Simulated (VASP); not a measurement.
# Mg4Se (I-43m) in VASP: further runs, part 2 of 2

VASP 6.6.1. The steps go on from the part before.

## Step 3: Relaxation of cell and atoms, PBE

INCAR

```
SYSTEM = Mg4Se
ALGO     = Normal         ! electronic algorithm
EDIFF    = 1E-6           ! SCF threshold, eV
EDIFFG   = -0.04          ! ionic threshold
ENCUT    = 600            ! plane-wave cutoff, eV
GGA      = PE             ! functional
IBRION   = 2              ! ionic algorithm
ISIF     = 3              ! what is computed and relaxed
ISMEAR   = 0              ! smearing method
LASPH    = .True.         ! aspherical terms in the spheres
LCHARG   = .False.        ! write CHGCAR
LREAL    = .False.        ! projectors in reciprocal space
LWAVE    = .False.        ! write WAVECAR
NELM     = 60             ! most SCF steps
NSW      = 90             ! ionic steps
PREC     = Accurate       ! precision mode
SIGMA    = 0.1            ! smearing width, eV
```

KPOINTS

```
k-points
0
Gamma
  4 4 4
  0 0 0
```

POSCAR

```
Mg4Se
1.0
   -3.0177983800      3.0177983800      3.0177983800
    3.0177983800     -3.0177983800      3.0177983800
    3.0177983800      3.0177983800     -3.0177983800
Mg Se
4 1
Direct
    0.0000000000      0.6305807800      0.0000000000
    0.3694192200      0.3694192200      0.3694192200
    0.0000000000      0.0000000000      0.6305807800
    0.6305807800      0.0000000000      0.0000000000
    0.0000000000      0.0000000000      0.0000000000
```

Potentials or basis: VASP PAW PBE potentials, release 64 (Mg, Se).

The run is started by

```bash
$ cat potpaw_PBE.64/Mg/POTCAR potpaw_PBE.64/Se/POTCAR > POTCAR
$ mpirun -np 1 vasp_std > vasp.out
```

OUTCAR:

```text
SYSTEM = Mg4Se
   EDIFF = 1E-6
   EDIFFG = -0.04
   ENCUT = 600
   GGA = PE
   IBRION = 2
   ISIF = 3
   ISMEAR = 0
   LASPH = .True.
   LREAL = .False.
   NELM = 60
   NSW = 90
   PREC = Accurate

 ion  position               nearest neighbor table
   1  0.000  0.631  0.000-   5 1.93   3 3.15   4 3.15   2 3.15   3 3.22   3 3.22   2 3.22   2 3.22
                             4 3.22   4 3.22
   2  0.369  0.369  0.369-   5 1.93   3 3.15   1 3.15   4 3.15   1 3.22   4 3.22   3 3.22   1 3.22
                             3 3.22   4 3.22
   3  0.000  0.000  0.631-   5 1.93   1 3.15   4 3.15   2 3.15   4 3.22   1 3.22   1 3.22   4 3.22
                             2 3.22   2 3.22
   4  0.631  0.000  0.000-   5 1.93   1 3.15   3 3.15   2 3.15   3 3.22   2 3.22   3 3.22   1 3.22
                             1 3.22   2 3.22
   5  0.000  0.000  0.000-   1 1.93   2 1.93   3 1.93   4 1.93

  LATTYP: Found a body centered cubic cell.
 ALAT       =     6.0355967600

[... 408 lines left out ...]

 number of electron      14.0000000 magnetization

------------------------ aborting loop because EDIFF is reached ----------------------------------------
[... 73 lines left out ...]
--------------------------------------- Ionic step       21  -------------------------------------------

 number of electron      14.0000000 magnetization

 Free energy of the ion-electron system (eV)
  ---------------------------------------------------
  ext. energy  EPLUGINS =         0.00000000
  ---------------------------------------------------
  free energy    TOTEN  =        -9.58252462 eV

  energy without entropy =       -9.56279867  energy(sigma->0) =       -9.57266164

 E-fermi :   2.2007     XC(G=0):  -8.1916

 val. band max:        2.1387427384   @ k =   0.2500   0.2500   0.2500
 cond. band min:       2.2284221493   @ k =   0.5000   0.5000   0.2500
 fundamental gap:      0.0896794108
 Fermi energy:         2.2006852563

 k-point     1 :       0.0000    0.0000    0.0000
  band No.  band energies     occupation
      1     -11.7477      2.00000
      2      -2.1746      2.00000
      3      -2.1746      2.00000
      4      -2.1746      2.00000
      5      -1.8513      2.00000
      6       2.9041      0.00000
      7       2.9041      0.00000
      8       2.9041      0.00000
      9       3.4418      0.00000
     10       3.4418      0.00000
     11       3.4418      0.00000
[... 128 lines left out ...]
  FREE ENERGIE OF THE ION-ELECTRON SYSTEM (eV)
  ---------------------------------------------------
  free  energy   TOTEN  =        -9.5825246155 eV

  energy  without entropy=       -9.5627986720  energy(sigma->0) =       -9.57266164

 reached required accuracy - stopping structural energy minimisation
```

CONTCAR:

```text
Mg4Se
   1.00000000000000
    -3.2070365495076931    3.2070365495076931    3.2070365495076931
     3.2070365495076931   -3.2070365495076931    3.2070365495076931
     3.2070365495076931    3.2070365495076931   -3.2070365495076931
  Mg              Se
     4     1
Direct
     0.0000000000000000    0.5021054756017248    0.0000000000000000
     0.4978945243982753    0.4978945243982754    0.4978945243982753
     0.0000000000000000    1.0000000000000000    0.5021054756017248
     0.5021054756017249    0.0000000000000000    0.0000000000000000
     0.0000000000000000    0.0000000000000000    0.0000000000000000

  0.00000000E+00  0.00000000E+00  0.00000000E+00
  0.00000000E+00  0.00000000E+00  0.00000000E+00
  0.00000000E+00  0.00000000E+00  0.00000000E+00
  0.00000000E+00  0.00000000E+00  0.00000000E+00
  0.00000000E+00  0.00000000E+00  0.00000000E+00
```

It took 2.4 min on 1 thread of AMD EPYC 9R45 (Zen 5), shared host; peak memory 0.23 GiB.

What came out:

| Item | Value |
| --- | --- |
| Free energy | -9.5825 eV |
| Relaxed volume | 26.39 Å³/atom |
| Relaxed cell | a = 5.555 Å, b = 5.555 Å, c = 5.555 Å, α = 109.47°, β = 109.47°, γ = 109.47° |
| Space group after relaxing (to 0.05 Å) | Im-3m (No. 229) |
| Energy gained by relaxing | 2081.1 meV/atom |
| Ionic steps | 21 |
| Pressure after relaxing | 0.0 GPa |
| Largest force after relaxing | 0.024 eV/Å |
| Band gap on the k mesh | zero (band 7 reaches 3.20 eV, above the bottom of band 8 at 2.14 eV) |

Forces on the atoms (eV/Å):
```
Mg  -0.014  0.014 -0.014
Mg   0.014  0.014  0.014
Mg  -0.014 -0.014  0.014
Mg   0.014 -0.014 -0.014
Se   0.000  0.000  0.000
```

The path:
```
step  energy change (eV)  largest force (eV/Å)  pressure (GPa)  volume (Å³)
   1              0.0000               11.3657           42.61       109.93
   2             -7.8654                0.2109           -4.63       231.67
   3             -9.7016                0.3952           -2.32       165.36
   4             -9.7105                0.4463           -2.09       163.93
   5             -9.7168                0.5870           -1.47       160.40
   6             -9.7174                0.5390           -1.68       161.54
   7             -9.8339                0.5740           -1.28       155.48
   8            -10.0760                0.6704            0.73       138.20
   9             -9.6601                0.6447           10.34       107.59
  10            -10.0803                0.7473            2.07       131.60
  11            -10.1667                0.6124            1.72       130.97
  12            -10.3348                0.2922            1.11       129.12
  13            -10.3242                0.2677            1.98       125.45
  14            -10.3874                0.0579            1.15       127.46
  15            -10.3879                0.0329            1.18       127.29
  16            -10.4028                0.0472            0.32       130.82
  17            -10.4036                0.0508            0.04       132.05
  18            -10.4036                0.0503            0.07       131.89
  19            -10.4036                0.0501            0.09       131.79
  20            -10.4042                0.0435            0.08       131.83
  21            -10.4054                0.0242            0.04       131.94
```

Final structure:
```
Mg Se
1.0
    -3.20704    3.20704    3.20704
     3.20704   -3.20704    3.20704
     3.20704    3.20704   -3.20704
Mg Se
4 1
Direct
  0.00000 0.50211 0.00000
  0.49789 0.49789 0.49789
  0.00000 0.00000 0.50211
  0.50211 0.00000 0.00000
  0.00000 0.00000 0.00000
```

Caveat: the k points lie up to 0.35 Å⁻¹ apart in the final cell; the volume moved by over 15 % at a fixed basis, so the end points are rough.
